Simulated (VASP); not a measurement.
# Sc3Te2 (P-6m2) in VASP: further runs, part 2 of 2

VASP 6.6.1. The steps go on from the part before.

### Step 3. Relaxation of cell and atoms, PBE

This run uses another cell than the first one, of 23.45 Å³/atom, 0.919 times its volume.

Input file INCAR:

```
SYSTEM = Sc3Te2
PREC     = Accurate       ! precision mode
ENCUT    = 600            ! plane-wave cutoff, eV
EDIFF    = 1E-7           ! SCF threshold, eV
ISMEAR   = 0              ! smearing method
SIGMA    = 0.1            ! smearing width, eV
LREAL    = .False.        ! projectors in reciprocal space
LASPH    = .True.         ! aspherical terms in the spheres
NELM     = 60             ! most SCF steps
ALGO     = Normal         ! electronic algorithm
ISIF     = 3              ! what is computed and relaxed
LWAVE    = .False.        ! write WAVECAR
LCHARG   = .False.        ! write CHGCAR
GGA      = PE             ! functional
IBRION   = 2              ! ionic algorithm
NSW      = 90             ! ionic steps
EDIFFG   = -0.04          ! ionic threshold
```

Input file KPOINTS:

```
regular mesh
0
Gamma
  6 6 4
  0 0 0
```

Input file POSCAR:

```
Sc3Te2
1.0
    4.7949746000      0.0000000000      0.0000000000
   -2.3974873000      4.1525698100      0.0000000000
    0.0000000000      0.0000000000      5.8880550600
Sc Te
3 2
Direct
    0.0000000000      0.0000000000      0.7454000100
    0.0000000000      0.0000000000      0.2545999900
    0.6666666700      0.3333333300      0.0000000000
    0.6666666700      0.3333333300      0.5000000000
    0.3333333300      0.6666666700      0.0000000000
```

Potentials or basis: VASP PAW PBE potentials, release 64 (Sc_sv, Te).

Command:

```bash
> cat potpaw_PBE.64/Sc_sv/POTCAR potpaw_PBE.64/Te/POTCAR > POTCAR
> mpirun -np 1 vasp_std > vasp.out
```

OUTCAR:

```text
SYSTEM = Sc3Te2
   PREC = Accurate
   ENCUT = 600
   EDIFF = 1E-7
   ISMEAR = 0
   LREAL = .False.
   LASPH = .True.
   NELM = 60
   ISIF = 3
   GGA = PE
   IBRION = 2
   NSW = 90
   EDIFFG = -0.04

 ion  position               nearest neighbor table
   1  0.000  0.000  0.745-   2 2.89   2 3.00   4 3.12   4 3.12   4 3.12   5 3.15   3 3.15   3 3.15
                             5 3.15   3 3.15   5 3.15
   2  0.000  0.000  0.255-   1 2.89   1 3.00   4 3.12   4 3.12   4 3.12   3 3.15   5 3.15   3 3.15
                             5 3.15   3 3.15   5 3.15
   3  0.667  0.333  0.000-   5 2.77   5 2.77   5 2.77   4 2.94   4 2.94   1 3.15   2 3.15   1 3.15
                             2 3.15   1 3.15   2 3.15
   4  0.667  0.333  0.500-   3 2.94   3 2.94   1 3.12   2 3.12   1 3.12   2 3.12   1 3.12   2 3.12

   5  0.333  0.667  0.000-   3 2.77   3 2.77   3 2.77   1 3.15   2 3.15   2 3.15   1 3.15   2 3.15
                             1 3.15

  LATTYP: Found a hexagonal cell.
 ALAT       =     4.7949746000
 C/A-ratio  =     1.2279637644

  Lattice vectors:

 A1 = (   4.7949746000,   0.0000000000,   0.0000000000)
 A2 = (  -2.3974873000,   4.1525698100,   0.0000000000)
 A3 = (   0.0000000000,   0.0000000000,   5.8880550600)

Analysis of symmetry for initial positions (statically):
=====================================================================
 Subroutine PRICEL returns:
 Original cell was already a primitive cell.

 Routine SETGRP: Setting up the symmetry group for a
 hexagonal supercell.

[... 156 lines left out ...]
 maximum number of plane-waves:      3936
 NGX is ok and might be reduce to    40
   NGX = 19   NGY = 19   NGZ = 23

--------------------------------------- Ionic step        1  -------------------------------------------

 number of electron      44.9999998 magnetization

 Free energy of the ion-electron system (eV)
  ---------------------------------------------------
  ext. energy  EPLUGINS =         0.00000000
  ---------------------------------------------------
  free energy    TOTEN  =       -28.06176999 eV

  energy without entropy =      -28.01822125  energy(sigma->0) =      -28.03999562

 E-fermi :   7.1888     XC(G=0): -10.2258

 val. band max:        7.1742168419   @ k =   0.1667   0.0000   0.2500
 cond. band min:       7.1946225001   @ k =   0.3333   0.1667   0.2500
 fundamental gap:      0.0204056582
 Fermi energy:         7.1887939194

 k-point     1 :       0.0000    0.0000    0.0000
  band No.  band energies     occupation
      1     -42.4821      2.00000
      2     -42.4100      2.00000
      3     -41.9215      2.00000
      4     -21.3756      2.00000
      5     -21.2163      2.00000
      6     -21.2163      2.00000
[... 774 lines left out ...]
--------------------------------------- Ionic step        5  -------------------------------------------

 number of electron      45.0000005 magnetization

 Free energy of the ion-electron system (eV)
  ---------------------------------------------------
  ext. energy  EPLUGINS =         0.00000000
  ---------------------------------------------------
  free energy    TOTEN  =       -28.30557421 eV

  energy without entropy =      -28.27713463  energy(sigma->0) =      -28.29135442

 E-fermi :   6.3901     XC(G=0):  -9.8314

 val. band max:        6.3599493367   @ k =   0.1667   0.1667   0.2500
 cond. band min:       6.4024998763   @ k =   0.3333   0.0000   0.0000
 fundamental gap:      0.0425505396
 Fermi energy:         6.3900665388

 k-point     1 :       0.0000    0.0000    0.0000
  band No.  band energies     occupation
      1     -43.3871      2.00000
      2     -43.3165      2.00000
      3     -42.9666      2.00000
      4     -22.2477      2.00000
      5     -22.1041      2.00000
      6     -22.1041      2.00000
[... 651 lines left out ...]
  FREE ENERGIE OF THE ION-ELECTRON SYSTEM (eV)
  ---------------------------------------------------
  free  energy   TOTEN  =       -28.3055742055 eV

  energy  without entropy=      -28.2771346274  energy(sigma->0) =      -28.29135442

 reached required accuracy - stopping structural energy minimisation
```

OSZICAR:

```text
N       E                     dE             d eps       ncg     rms          rms(c)
DAV:   1     0.827108516693E+03    0.82711E+03   -0.21303E+04  1134   0.182E+03
DAV:   2     0.660781329297E+02   -0.76103E+03   -0.75407E+03  1606   0.717E+02
[... 56 lines left out ...]
DAV:   3    -0.283069114963E+02   -0.12050E-02   -0.65783E-02  1772   0.259E+00    0.332E-01
DAV:   4    -0.283057804865E+02    0.11310E-02   -0.11846E-02  1796   0.107E+00    0.153E-01
DAV:   5    -0.283055604884E+02    0.22000E-03   -0.26568E-03  1889   0.521E-01    0.586E-02
DAV:   6    -0.283055641169E+02   -0.36285E-05   -0.29907E-04  1833   0.182E-01    0.237E-02
DAV:   7    -0.283055732054E+02   -0.90885E-05   -0.24294E-05  1836   0.446E-02    0.886E-03
DAV:   8    -0.283055742932E+02   -0.10878E-05   -0.25293E-06  1822   0.173E-02    0.295E-03
DAV:   9    -0.283055742055E+02    0.87692E-07   -0.55842E-07  1420   0.701E-03
   5 F= -.28305574E+02 E0= -.28291354E+02  d E =-.585055E-01
```

CONTCAR:

```text
Sc3Te2
   1.00000000000000
     4.9679878432617652   -0.0000000000000000   -0.0000000000000000
    -2.4839939216308826    4.3024036734133091    0.0000000000000000
     0.0000000000000000    0.0000000000000000    5.9693645635256871
  Sc              Te
     3     2
Direct
     0.0000000000000000    0.0000000000000000    0.7639243465686817
     0.0000000000000000    0.0000000000000000    0.2360756534313184
     0.6666666699999979    0.3333333300000021    0.0000000000000000
     0.6666666699999979    0.3333333300000021    0.5000000000000000
     0.3333333300000021    0.6666666699999979    0.0000000000000000

  0.00000000E+00  0.00000000E+00  0.00000000E+00
  0.00000000E+00  0.00000000E+00  0.00000000E+00
  0.00000000E+00  0.00000000E+00  0.00000000E+00
  0.00000000E+00  0.00000000E+00  0.00000000E+00
  0.00000000E+00  0.00000000E+00  0.00000000E+00
```

Run time: 6.6 min. Hardware: 1 thread of Oxide Virtual Turin-like, shared host; peak memory 0.28 GiB.

Results:

```yaml
Free_energy: -28.3056 eV
Relaxed_volume: 25.52 Å³/atom
Relaxed_cell: a = 4.968 Å, b = 4.968 Å, c = 5.969 Å, α = 90.00°, β = 90.00°, γ = 120.00°
Space_group_after_relaxing_to_0.05_Å: P-6m2 (No. 187)
Energy_gained_by_relaxing: 48.8 meV/atom
Ionic_steps: 5
Pressure_after_relaxing: 0.1 GPa
Largest_force_after_relaxing: 0.037 eV/Å
```

Forces in eV/Å, atoms in the order of the input:
```
Sc   0.000  0.000 -0.037
Sc   0.000  0.000  0.037
Sc   0.000  0.000  0.000
Te   0.000  0.000  0.000
Te   0.000  0.000  0.000
```

Step by step:
```csv
step,energy change (eV),largest force (eV/Å),pressure (GPa),volume (Å³)
1,0.0000,0.7000,5.32,117.24
2,-0.1743,0.6159,-1.68,130.95
3,-0.1853,0.6303,-0.50,128.00
4,-0.2215,0.4117,-0.30,127.85
5,-0.2438,0.0374,0.15,127.59
```

Final structure:
```xyz
5
Lattice="4.9680 0.0000 0.0000 -2.4840 4.3024 0.0000 0.0000 0.0000 5.9694" Properties=species:S:1:pos:R:3 pbc="T T T"
Sc    0.0000    0.0000    4.5601
Sc    0.0000    0.0000    1.4092
Sc    2.4840    1.4341    0.0000
Te    2.4840    1.4341    2.9847
Te    0.0000    2.8683    0.0000
```

Caveat: spin-orbit coupling is left out, which moves the levels of the heavy elements.

### Step 4. Single point, PBE, collinear spin, ferromagnetic start

Input file INCAR:

```
PREC = Accurate
ENCUT = 520
EDIFF = 1E-7
ISMEAR = 0
SIGMA = 0.1
LREAL = F
LASPH = T
NELM = 150
ALGO = Normal
ISIF = 2
LWAVE = F
LCHARG = F
ISPIN = 2
MAGMOM = 1 1 1 0 0
LORBIT = 11
LMAXMIX = 4
GGA = PE
NBANDS = 34
```

Input file KPOINTS:

```
regular mesh
0
Gamma
  6 6 4
```

Input file POSCAR:

```
Sc3Te2
1.0
    4.9661163821      0.0000000000      0.0000000000
   -2.4830581910      4.3007829450      0.0000000000
    0.0000000000      0.0000000000      5.9739660574
Sc Te
3 2
Direct
    0.0000000000      0.0000000000      0.7632695176
    0.0000000000      0.0000000000      0.2367304824
    0.6666666667      0.3333333333      0.0000000000
    0.6666666667      0.3333333333      0.5000000000
    0.3333333333      0.6666666667      0.0000000000
```

Command:

```bash
> cat potpaw_PBE.64/Sc_sv/POTCAR potpaw_PBE.64/Te/POTCAR > POTCAR
> mpirun -np 1 vasp_std > vasp.out
```

Wall time 6.6 min (1 thread of Oxide Virtual Turin-like, shared host); peak memory 0.36 GiB.

The run converged. Its results:

```
Free energy                                           : -28.3062 eV
Pressure                                              : 0.1 GPa
Net moment                                            : 0.00 μB per cell
Valence electrons inside the program's atomic spheres : Sc 9.45, 9.59; Te 3.42, 3.44
```

Levels at points of the mesh, in eV from the Fermi level:
Spin up:
| k point | band 18 | band 19 | band 20 | band 21 | band 22 | band 23 | band 24 | band 25 | band 26 | band 27 |
| --- | --- | --- | --- | --- | --- | --- | --- | --- | --- | --- |
| (0.00, 0.00, 0.00) | -2.83 | -2.83 | -1.52 | -1.29 | -0.46 | -0.46 | -0.37 | -0.37 | 0.63 | 1.33 |
| (0.50, 0.00, 0.00) | -3.85 | -3.58 | -3.22 | -1.46 | -0.15 | 0.07 | 0.19 | 0.42 | 1.09 | 1.53 |
| (0.00, 0.00, 0.50) | -3.61 | -3.40 | -3.40 | -0.26 | -0.26 | -0.11 | 0.26 | 0.35 | 0.35 | 2.05 |
| (0.50, 0.00, 0.50) | -3.76 | -3.58 | -2.58 | -0.75 | 0.02 | 0.51 | 0.71 | 0.77 | 0.93 | 1.33 |
Spin down:
| k point | band 19 | band 20 | band 21 | band 22 | band 23 | band 24 | band 25 | band 26 |
| --- | --- | --- | --- | --- | --- | --- | --- | --- |
| (0.00, 0.00, 0.00) | -2.83 | -1.52 | -1.29 | -0.46 | -0.46 | -0.37 | -0.37 | 0.63 |
| (0.50, 0.00, 0.00) | -3.58 | -3.22 | -1.46 | -0.15 | 0.07 | 0.19 | 0.42 | 1.09 |
| (0.00, 0.00, 0.50) | -3.40 | -3.40 | -0.26 | -0.26 | -0.11 | 0.26 | 0.35 | 0.35 |
| (0.50, 0.00, 0.50) | -3.58 | -2.58 | -0.75 | 0.02 | 0.51 | 0.71 | 0.77 | 0.93 |

Caveat: spin-orbit coupling is left out, which moves the levels of the heavy elements.

### Step 5. Overview

| task | spin | cell | k mesh | cutoff (eV) | gap on the mesh (eV) | pressure (GPa) |
| --- | --- | --- | --- | --- | --- | --- |
| single point | off | a = 4.956, b = 4.956, c = 5.996 Å, angles 90.0, 90.0, 120.0°, 5 atoms | 12 × 12 × 6 | 520 | none | 0.1 |
| relaxation of cell and atoms | off | relaxed from a = 4.795, b = 4.795, c = 5.888 Å, angles 90.0, 90.0, 120.0°, 5 atoms | 6 × 6 × 4 | 600 | none | 0.1 |
| single point | collinear, ferromagnetic start | a = 4.966, b = 4.966, c = 5.974 Å, angles 90.0, 90.0, 120.0°, 5 atoms | 6 × 6 × 4 | 520 | none | 0.1 |

Alike in all rows: level PBE; potentials or basis VASP PAW PBE potentials, release 64 (Sc_sv, Te); smearing gaussian 0.1 eV.

Caveats: spin-orbit coupling is left out, which moves the levels of the heavy elements.

Total energies depend on the potentials used, so only differences within one code and one set of settings carry meaning.
